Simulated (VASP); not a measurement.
Runs of VASP 6.6.1 on AlRu. The structure is that of space group Pm-3m (No. 221), or close to it. The cells are those of the table. 

```tsv
level	spin	cell	k mesh	gap on the mesh (eV)	pressure (GPa)
PBE	off	a = 3.011 Å, 2 atoms	12 × 12 × 12	none	(b)
PBE+D3(BJ)	off	a = 2.992 Å, 2 atoms	12 × 12 × 12	none	(a)
PBE	non-collinear, zero start, SOC	a = 2.992 Å, 2 atoms	15 × 15 × 15	-	2.6
PBE	off	a = 3.038, b = 3.038, c = 2.902 Å, 2 atoms	12 × 12 × 12	none	2.7
PBE	off	a = 2.977, b = 2.977, c = 3.022 Å, 2 atoms	12 × 12 × 12	none	2.5
```

Alike in all rows: task electric field gradients; potentials or basis VASP PAW PBE potentials, release 64 (Al, Ru_pv); cutoff (eV) 520; smearing fermi-dirac 0.05 eV.

Task: Fill in the values left out.

Result: (a) -4.0; (b) -1.6.

Caveats: pairwise dispersion overbinds metals, which lowers pressure and volume (some runs).

A k mesh can miss the band edges, and rows without SOC leave out spin-orbit coupling on Ru.

A gap of «none» marks levels without a gap at the run's occupations.
